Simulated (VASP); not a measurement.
# AlH2 in VASP: a series of runs

AlH2 is run at these levels: PBE; tasks: single point, relaxation of cell and atoms.

Program: VASP 6.6.1. These are calculated values, not measurements. Logs are shortened: lines on timing, memory, paths and dates and some standing lists are left out, and cuts for length are marked.

**1. The cell of the first run**

The typed cell holds 3 atoms: a = 2.996 Å, b = 2.996 Å, c = 2.709 Å, α = 90.00°, β = 90.00°, γ = 90.02°.

The cell was generated, and may not be a known phase.

**2. Single point, PBE**

The input, INCAR:

```
ALGO     = Normal         # electronic algorithm
EDIFF    = 1E-7           # SCF threshold, eV
ENCUT    = 520            # plane-wave cutoff, eV
GGA      = PE             # functional
ISIF     = 2              # what is computed and relaxed
ISMEAR   = 0              # smearing method
LASPH    = T              # aspherical terms in the spheres
LCHARG   = F              # write CHGCAR
LREAL    = F              # projectors in reciprocal space
LWAVE    = F              # write WAVECAR
NBANDS   = 10             # bands
NELM     = 100            # most SCF steps
PREC     = Accurate       # precision mode
SIGMA    = 0.1            # smearing width, eV
```

The input, KPOINTS:

```
k-points
0
Gamma
  6 6 6
```

The input, POSCAR:

```
AlH2
1.0
    2.1184445858     -2.1190315358      0.0000000000
    2.1184445858      2.1190315358      0.0000000000
    0.0000000000      0.0000000000      2.7091311474
Al H
1 2
Direct
    0.0000000000      0.0000000000      0.5000000000
    0.0000000000      0.5000000000      0.0000000000
    0.5000000000      0.0000000000      0.0000000000
```

Potentials or basis: VASP PAW PBE potentials, release 64 (Al, H).

The run is started by

```bash
> cat potpaw_PBE.64/Al/POTCAR potpaw_PBE.64/H/POTCAR > POTCAR
> mpirun -np 1 vasp_std > vasp.out
```

OUTCAR:

```text
EDIFF = 1E-7
   ENCUT = 520
   GGA = PE
   ISIF = 2
   ISMEAR = 0
   LASPH = T
   LREAL = F
   NELM = 100
   PREC = Accurate

 ion  position               nearest neighbor table
   1  0.000  0.000  0.500-   2 2.02   3 2.02   2 2.02   3 2.02   2 2.02   2 2.02   3 2.02   3 2.02

   2  0.000  0.500  0.000-   1 2.02   1 2.02   1 2.02   1 2.02
   3  0.500  0.000  0.000-   1 2.02   1 2.02   1 2.02   1 2.02

  LATTYP: Found a base centered orthorhombic cell.
 ALAT       =     4.2368891716
 B/A-ratio  =     1.0002770665
 C/A-ratio  =     0.6394151552

  Lattice vectors:

 A1 = (   2.1184445858,  -2.1190315358,   0.0000000000)
 A2 = (   2.1184445858,   2.1190315358,   0.0000000000)
 A3 = (   0.0000000000,   0.0000000000,   2.7091311474)

Analysis of symmetry for initial positions (statically):
=====================================================================
 Subroutine PRICEL returns:
 Original cell was already a primitive cell.

 Routine SETGRP: Setting up the symmetry group for a
 base centered orthorhombic supercell.

 Subroutine GETGRP returns: Found  8 space group operations
 (whereof  8 operations were pure point group operations)
 out of a pool of  8 trial point group operations.

The static configuration has the point symmetry D_2h.

Analysis of symmetry for dynamics (positions and initial velocities):
=====================================================================
 Subroutine PRICEL returns:
 Original cell was already a primitive cell.

 Routine SETGRP: Setting up the symmetry group for a
 base centered orthorhombic supercell.

 Subroutine GETGRP returns: Found  8 space group operations
 (whereof  8 operations were pure point group operations)
 out of a pool of  8 trial point group operations.

The dynamic configuration has the point symmetry D_2h.

 Subroutine INISYM returns: Found  8 space group operations
 (whereof  8 operations are pure point group operations),
 and found     1 'primitive' translations

----------------------------------------------------------------------------------------

                                     Primitive cell

  volume of cell :      24.3229

  direct lattice vectors                    reciprocal lattice vectors
     2.118444586 -2.119031536  0.000000000     0.236022223 -0.235956847  0.000000000
     2.118444586  2.119031536  0.000000000     0.236022223  0.235956847  0.000000000
     0.000000000  0.000000000  2.709131147     0.000000000  0.000000000  0.369122034

  length of vectors
     2.996348129  2.996348129  2.709131147     0.333739604  0.333739604  0.369122034

  position of ions in fractional coordinates (direct lattice)
     0.000000000  0.000000000  0.500000000
     0.000000000  0.500000000  0.000000000
     0.500000000  0.000000000  0.000000000

  ion indices of the primitive-cell ions
   primitive index   ion index
                 1           1
                 2           2
                 3           3

----------------------------------------------------------------------------------------

 KPOINTS: k-points

Automatic generation of k-mesh.
 Grid dimensions read from file:
 generate k-points for:    6    6    6

 Generating k-lattice:

  Cartesian coordinates                     Fractional coordinates (reciprocal lattice)
     0.039337037 -0.039326141  0.000000000     0.166666667  0.000000000  0.000000000
     0.039337037  0.039326141  0.000000000     0.000000000  0.166666667  0.000000000
     0.000000000  0.000000000  0.061520339     0.000000000  0.000000000  0.166666667

  Length of vectors
     0.055623267  0.055623267  0.061520339

  Shift w.r.t. Gamma in fractional coordinates (k-lattice)
     0.000000000  0.000000000  0.000000000

 Subroutine IBZKPT returns following result:
 ===========================================

 Found     52 irreducible k-points:

 Following reciprocal coordinates:
            Coordinates               Weight
  0.000000  0.000000  0.000000      1.000000
  0.166667 -0.000000  0.000000      4.000000
  0.333333 -0.000000  0.000000      4.000000
  0.500000 -0.000000  0.000000      2.000000
  0.166667  0.166667  0.000000      2.000000
  0.333333  0.166667  0.000000      4.000000
[... 16 lines left out ...]
  0.333333  0.333333  0.166667      4.000000
  0.500000  0.333333  0.166667      8.000000
 [... further k-points ...]
   k-points           NKPTS =     52   k-points in BZ     NKDIM =     52   number of bands    NBANDS=     10
   number of dos      NEDOS =    301   number of ions     NIONS =      3
   total plane-waves  NPLWV =  11520
   dimension x,y,z NGX =    24 NGY =   24 NGZ =   20
   dimension x,y,z NGXF=    48 NGYF=   48 NGZF=   40
   ions per type =               1   2
   NGX,Y,Z   is equivalent  to a cutoff of  13.32, 13.32, 12.27 a.u.
   NGXF,Y,Z  is equivalent  to a cutoff of  26.63, 26.63, 24.55 a.u.
 SYSTEM =  unknown system
   PREC   = accura    normal or accurate (medium, high low for compatibility)
   ISTART =      0    job   : 0-new  1-cont  2-samecut
   ICHARG =      2    charge: 1-file 2-atom 10-const
   ISPIN  =      1    spin polarized calculation?
   LNONCOLLINEAR =      F non collinear calculations
   LSORBIT =      F    spin-orbit coupling
   LASPH  =      T    aspherical Exc in radial PAW
   ENCUT  =  520.0 eV  38.22 Ry    6.18 a.u.   5.57  5.57  5.04*2*pi/ulx,y,z
   NELM   =    100;   NELMIN=  2; NELMDL= -5     # of ELM steps
   EDIFF  = 0.1E-06   stopping-criterion for ELM
   LREAL  =      F    real-space projection
   EDIFFG = 0.1E-05   stopping-criterion for IOM
   NSW    =      0    number of steps for IOM
   IBRION =     -1    ionic relax: 0-MD 1-quasi-New 2-CG
   NFREE  =      0    steps in history (QN), initial steepest desc. (CG)
   ISIF   =      2    stress and relaxation
   ISYM   =      2    0-nonsym 1-usesym 2-fastsym
   POTIM  = 0.5000    time-step for ionic-motion
   TEBEG  =    0.0;   TEEND  =   0.0 temperature during run
   PSTRESS=    0.0 pullay stress
   NELECT =       5.0000    total number of electrons
   NUPDOWN=      -1.0000    fix difference up-down
   EMIN   =  10.00;   EMAX   =-10.00  energy-range for DOS
   EFERMI =   0.00;   METHOD = LEGACY
   ISMEAR =     0;   SIGMA  =   0.10  broadening in eV -4-tet -1-fermi 0-gaus
   EFERMI_NEDOS =   21; number of points for ismear=-14 and -15
   IALGO  =     38    algorithm
   IMIX   =      4    mixing-type and parameters
     AMIX     =   0.40;   BMIX     =  1.00
     AMIX_MAG =   1.60;   BMIX_MAG =  1.00
  volume/ion in A,a.u.               =       8.11        54.71
  Fermi-wavevector in a.u.,A,eV,Ry     =   0.966184  1.825824 12.701204  0.933512
  Thomas-Fermi vector in A             =   2.095964
   LORBIT       =      0    0 simple, 1 ext, 2 COOP (PROOUT), +10 PAW based schemes
   GGA     = PE    functional components
   LHFCALC =     F    Hartree Fock is set to
   AEXX    =    0.0000 exact exchange contribution
   IVDW    =     0    specifies the selected vdW correction
   LEPSILON=     F    determine dielectric tensor
   LRPA    =     F    only Hartree local field effects (RPA)
 non-spin polarized calculation
 Gauss-broadening in eV      SIGMA  =   0.10
  energy-cutoff  :      520.00
  volume of cell :       24.32
 maximum number of plane-waves:       683
 NGX is ok and might be reduce to    24
   NGX = 11   NGY = 11   NGZ = 11

 number of electron       5.0000001 magnetization

 Free energy of the ion-electron system (eV)
  ---------------------------------------------------
  ext. energy  EPLUGINS =         0.00000000
  ---------------------------------------------------
  free energy    TOTEN  =        -9.48946239 eV

  energy without entropy =       -9.48778538  energy(sigma->0) =       -9.48862389

 E-fermi :   5.9052     XC(G=0):  -9.8687

 val. band max:        5.8860420564   @ k =   0.1667  -0.0000   0.5000
 cond. band min:       6.0719184786   @ k =   0.5000   0.3333   0.3333
 fundamental gap:      0.1858764223
 Fermi energy:         5.9051798438

 k-point     1 :       0.0000    0.0000    0.0000
  band No.  band energies     occupation
      1      -6.5643      2.00000
      2       4.7363      2.00000
      3      10.6107      0.00000
      4      10.6112      0.00000
      5      11.8793      0.00000
      6      13.9486      0.00000
      7      14.7644      0.00000
      8      23.2574      0.00000
      9      24.3028      0.00000
     10      24.4848      0.00000

 k-point     2 :       0.1667   -0.0000    0.0000
  band No.  band energies     occupation
      1      -6.1341      2.00000
      2       3.1703      2.00000
      3      10.0712      0.00000
      4      10.9927      0.00000
      5      12.9811      0.00000
      6      14.3257      0.00000
      7      16.8912      0.00000
      8      21.3079      0.00000
      9      21.3550      0.00000
     10      22.5549      0.00000

 k-point     3 :       0.3333   -0.0000    0.0000
  band No.  band energies     occupation
      1      -4.8751      2.00000
      2       0.2022      2.00000
      3      10.8377      0.00000
      4      12.0730      0.00000
      5      13.9713      0.00000
      6      15.4221      0.00000
      7      16.9781      0.00000
      8      17.8749      0.00000
      9      19.8945      0.00000
     10      20.5634      0.00000
[... 248 lines left out ...]
 k-point    23 :       0.3333    0.3333    0.1667
  band No.  band energies     occupation
      1      -2.7309      2.00000
      2       0.8057      2.00000
      3       5.0706      2.00000
      4       9.6641      0.00000
      5      11.2228      0.00000
      6      14.1792      0.00000
      7      17.6743      0.00000
      8      22.0475      0.00000
      9      22.4525      0.00000
     10      23.5505      0.00000

 k-point    24 :       0.5000    0.3333    0.1667
  band No.  band energies     occupation
      1      -1.2006      2.00000
      2      -0.4777      2.00000
      3       4.7339      2.00000
      4       8.3600      0.00000
      5      12.3329      0.00000
      6      13.0895      0.00000
      7      17.3123      0.00000
      8      21.8980      0.00000
      9      23.6945      0.00000
     10      24.4767      0.00000

 [... further k-points ...]

------------------------ aborting loop because EDIFF is reached ----------------------------------------

  FORCE on cell =-STRESS in cart. coord.  units (eV):
  Direction    XX          YY          ZZ          XY          YZ          ZX
  --------------------------------------------------------------------------------------
  -------------------------------------------------------------------------------------
  Total       -0.0340207     -0.0374644     -0.0518777      0.0000000      0.0000000      0.0000000
  in kB       -2.2409882     -2.4678272     -3.4172509      0.0000000      0.0000000      0.0000000
  external PRESSURE =      -2.7086888 kB  Pullay stress =       0.0000000 kB

 VOLUME and BASIS-vectors are now :
 -----------------------------------------------------------------------------
  energy-cutoff  :      520.00
  volume of cell :       24.32
      direct lattice vectors                 reciprocal lattice vectors
     2.118444586 -2.119031536  0.000000000     0.236022223 -0.235956847  0.000000000
     2.118444586  2.119031536  0.000000000     0.236022223  0.235956847  0.000000000
     0.000000000  0.000000000  2.709131147     0.000000000  0.000000000  0.369122034

 POSITION                                       TOTAL-FORCE (eV/Angst)
 -----------------------------------------------------------------------------------
      0.00000      0.00000      1.35457        -0.000000      0.000000      0.000000
      1.05922      1.05952      0.00000        -0.000000      0.000000      0.000000
      1.05922     -1.05952      0.00000         0.000000     -0.000000      0.000000
 -----------------------------------------------------------------------------------
    total drift:                                0.000000     -0.000000     -0.000000

  FREE ENERGIE OF THE ION-ELECTRON SYSTEM (eV)
  ---------------------------------------------------
  free  energy   TOTEN  =        -9.4894623930 eV

  energy  without entropy=       -9.4877853773  energy(sigma->0) =       -9.48862389
```

Wall time 6.8 s (1 thread of AMD EPYC 9R45 (Zen 5), shared host); peak memory 0.1 GiB.

Results:

```
Free energy            : -9.4895 eV
Pressure               : -0.3 GPa
Band gap on the k mesh : zero (an odd number of electrons rules out a gap without spin polarisation)
```

Stress tensor (GPa, compression positive):
```
-0.22  0.00  0.00
 0.00 -0.25  0.00
 0.00  0.00 -0.34
```

Caveat: the k points lie up to 0.39 Å⁻¹ apart, too coarse for converged energies and pressures of a metal.

**3. Single point, PBE**

This run uses another cell than the first one, of 8.24 Å³/atom.

The input, INCAR:

```
SYSTEM = AlH2
ALGO = Normal
EDIFF = 1E-6
ENCUT = 520
GGA = PE
ISIF = 2
ISMEAR = 0
LASPH = .TRUE.
LCHARG = .TRUE.
LELF = .TRUE.
LREAL = .FALSE.
LVHAR = .TRUE.
LWAVE = .FALSE.
NBANDS = 10
NELM = 100
PREC = Accurate
SIGMA = 0.1
```

The input, KPOINTS:

```
k-points
0
G
  16 16 16
  0 0 0
```

The input, POSCAR:

```
AlH2
1.0
    3.0415407252      0.0000000000      0.0000000000
    0.0000000000      3.0415407252      0.0000000000
    0.0000000000      0.0000000000      2.6711339488
Al H
1 2
Direct
    0.0000000000      0.0000000000      0.5000000000
    0.0000000000      0.5000000000      0.0000000000
    0.5000000000      0.0000000000      0.0000000000
```

Potentials or basis: VASP PAW PBE potentials, release 64 (Al, H).

The run is started by

```bash
> cat potpaw_PBE.64/Al/POTCAR potpaw_PBE.64/H/POTCAR > POTCAR
> mpirun -np 1 vasp_std > vasp.out
```

It took 43 s on 1 thread of AMD EPYC 9R45 (Zen 5), shared host; peak memory 0.17 GiB.

It converged, with:

```
Free energy            : -9.4323 eV
Pressure               : -0.2 GPa
Band gap on the k mesh : zero (an odd number of electrons rules out a gap without spin polarisation)
```

Stress tensor (GPa, compression positive):
```
-0.15  0.00  0.00
 0.00 -0.15  0.00
 0.00  0.00 -0.23
```

Levels at points of the mesh, in eV from the Fermi level:
```csv
k point,band 1,band 2,band 3,band 4,band 5,band 6,band 7
"(0.00, 0.00, 0.00)",-12.36,-1.42,4.34,4.34,6.27,8.71,8.72
"(0.50, 0.00, 0.00)",-9.28,-7.89,5.44,6.68,8.17,9.78,10.35
"(0.50, 0.50, 0.00)",-6.43,-6.43,-3.97,0.61,12.32,12.32,14.08
"(0.00, 0.00, 0.50)",-8.84,-5.08,1.10,7.92,8.81,8.81,9.06
"(0.50, 0.00, 0.50)",-6.00,-4.58,-1.62,-0.86,7.84,10.76,11.29
"(0.50, 0.50, 0.50)",-3.54,-3.54,-0.63,1.30,1.30,3.39,5.34
```

**4. Relaxation of cell and atoms, PBE**

The input, INCAR:

```
PREC = Accurate ; ENCUT = 600
EDIFF = 1E-7 ; ISMEAR = 0
SIGMA = 0.1 ; LREAL = F
LASPH = T ; NELM = 80
ALGO = Normal ; ISIF = 3
LWAVE = F ; LCHARG = F
GGA = PE ; IBRION = 2
NSW = 100 ; EDIFFG = -0.01
```

The input, KPOINTS:

```
regular mesh
0
Gamma
  16 16 16
```

The input, POSCAR:

```
AlH2
1.0
    2.9963481294      0.0000000000      0.0000000000
    0.0000000000      2.9963481294      0.0000000000
    0.0000000000      0.0000000000      2.7091311474
Al H
1 2
Direct
    0.0000000000      0.0000000000      0.5000000000
    0.0000000000      0.5000000000      0.0000000000
    0.5000000000      0.0000000000      0.0000000000
```

The run is started by

```bash
> cat potpaw_PBE.64/Al/POTCAR potpaw_PBE.64/H/POTCAR > POTCAR
> mpirun -np 1 vasp_std > vasp.out
```

Run time: 1.7 min. Hardware: 1 thread of AMD EPYC 9R45 (Zen 5), shared host; peak memory 0.17 GiB.

It converged, with:

* Free energy: -9.4330 eV
* Relaxed volume: 8.25 Å³/atom
* Relaxed cell: a = 3.043 Å, b = 3.043 Å, c = 2.671 Å, α = 90.00°, β = 90.00°, γ = 90.00°
* Space group after relaxing (to 0.1 Å): P4/mmm (No. 123)
* Energy gained by relaxing: 1.1 meV/atom
* Ionic steps: 7
* Pressure after relaxing: -0.1 GPa
* Band gap on the k mesh: zero (an odd number of electrons rules out a gap without spin polarisation)

The path:
```tsv
step	energy change (eV)	largest force (eV/Å)	pressure (GPa)	volume (Å³)
1	0.0000	0.0000	0.19	24.32
2	-0.0005	0.0000	0.19	24.36
3	-0.0020	0.0000	0.20	24.46
4	-0.0032	0.0000	0.27	24.66
5	-0.0034	0.0000	0.24	24.60
6	-0.0034	0.0000	0.25	24.61
7	-0.0034	0.0000	-0.14	24.74
```

Final structure:
```cif
data_structure
_symmetry_space_group_name_H-M 'P 1'
_symmetry_Int_Tables_number 1
_cell_length_a 3.0430
_cell_length_b 3.0430
_cell_length_c 2.6712
_cell_angle_alpha 90.000
_cell_angle_beta 90.000
_cell_angle_gamma 90.000
_cell_volume 24.74
loop_
_atom_site_label
_atom_site_type_symbol
_atom_site_fract_x
_atom_site_fract_y
_atom_site_fract_z
_atom_site_occupancy
Al1 Al 0.00000 0.00000 0.50000 1
H1 H 0.00000 0.50000 0.00000 1
H2 H 0.50000 0.00000 0.00000 1
```

Levels at points of the mesh, in eV from the Fermi level:
```tsv
k point	band 1	band 2	band 3	band 4	band 5	band 6
(0.00, 0.00, 0.00)	-12.35	-1.43	4.34	4.34	6.27	8.72
(0.50, 0.00, 0.00)	-9.27	-7.88	5.42	6.67	8.17	9.77
(0.50, 0.50, 0.00)	-6.43	-6.43	-3.98	0.62	12.32	12.32
(0.00, 0.00, 0.50)	-8.84	-5.08	1.09	7.91	8.81	8.81
(0.50, 0.00, 0.50)	-5.99	-4.58	-1.62	-0.86	7.82	10.75
(0.50, 0.50, 0.50)	-3.54	-3.54	-0.63	1.30	1.30	3.38
```

**5. The runs side by side**

```csv
task,cell,k mesh,cutoff (eV),gap on the mesh (eV),pressure (GPa)
single point,"a = 2.996, b = 2.996, c = 2.709 Å, 3 atoms",6 × 6 × 6,520,none,-0.3
single point,"a = 3.042, b = 3.042, c = 2.671 Å, 3 atoms",16 × 16 × 16,520,none,-0.2
relaxation of cell and atoms,"relaxed from a = 2.996, b = 2.996, c = 2.709 Å, 3 atoms",16 × 16 × 16,600,none,-0.1
```

Alike in all rows: level PBE; potentials or basis VASP PAW PBE potentials, release 64 (Al, H); no spin polarisation; smearing gaussian 0.1 eV.

Caveats: some runs use coarse meshes.

Total energies depend on the potentials used, so only differences within one code and one set of settings carry meaning.

The gap in the log of VASP goes by the Fermi energy; the results here count the filled bands.